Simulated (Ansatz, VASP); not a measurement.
**As: VASP beside Ansatz**

The input INCAR:

```
SYSTEM = As
  PREC = Accurate
  ENCUT = 520
  EDIFF = 1E-6
  ISMEAR = -1
  SIGMA = 0.08
  LREAL = .FALSE.
  LASPH = .TRUE.
  NELM = 60
  ALGO = Normal
  ISIF = 2
  LWAVE = .FALSE.
  LCHARG = .FALSE.
  GGA = PS
  NBANDS = 12
```

The input KPOINTS:

```
regular mesh
0
G
  11 11 11
  0 0 0
```

Contents of POSCAR:

```
As
1.0
    0.0000000000      2.6392049891      2.6392049891
    2.6392049891      0.0000000000      2.6392049891
    2.6392049891      2.6392049891      0.0000000000
As
2
Direct
   -0.1250000000     -0.1250000000     -0.1250000000
    0.1250000000      0.1250000000      0.1250000000
```

Input for Ansatz:

```yaml
crystal:
  lattice:
    - [0.0, 2.6392049891, 2.6392049891]
    - [2.6392049891, 0.0, 2.6392049891]
    - [2.6392049891, 2.6392049891, 0.0]
  atoms:
    - { symbol: As, position: [-0.125, -0.125, -0.125] }
    - { symbol: As, position: [0.125, 0.125, 0.125] }
kpoints:
  mp_grid: { grid: [11, 11, 11] }
scf:
  occupations: { method: fermi_dirac, width: 0.08 }
hamiltonian:
  xc: pbesol
  pseudopotentials: { kind: all_electron, lapw: { basis_error: 0.001 } }
output:
  forces: true
  stress: true
  eigenvalues: true
  populations: true
```

Change from the starting cell: volume scaled by 0.68, LAPW.

Alike in both runs: task single point; functional PBEsol; k mesh 11 × 11 × 11; occupations fermi-dirac, width 0.08 eV; no spin polarisation.

|  | VASP | Ansatz |
| --- | --- | --- |
| version | VASP 6.6.1 | Ansatz 0.2.0 |
| potentials or method | VASP PAW PBE potentials, release 64 (As), cutoff 520 eV | all-electron LAPW, scalar-relativistic |

```csv
,VASP,Ansatz,Ansatz less VASP
pressure (GPa),42.4,41.0,-1.46
```

VASP's potentials were made for PBE, not for PBEsol. Both programs put the cell under a high pressure, so it lies far from rest at this level. Ansatz ran all-electron here, and VASP with PAW potentials.
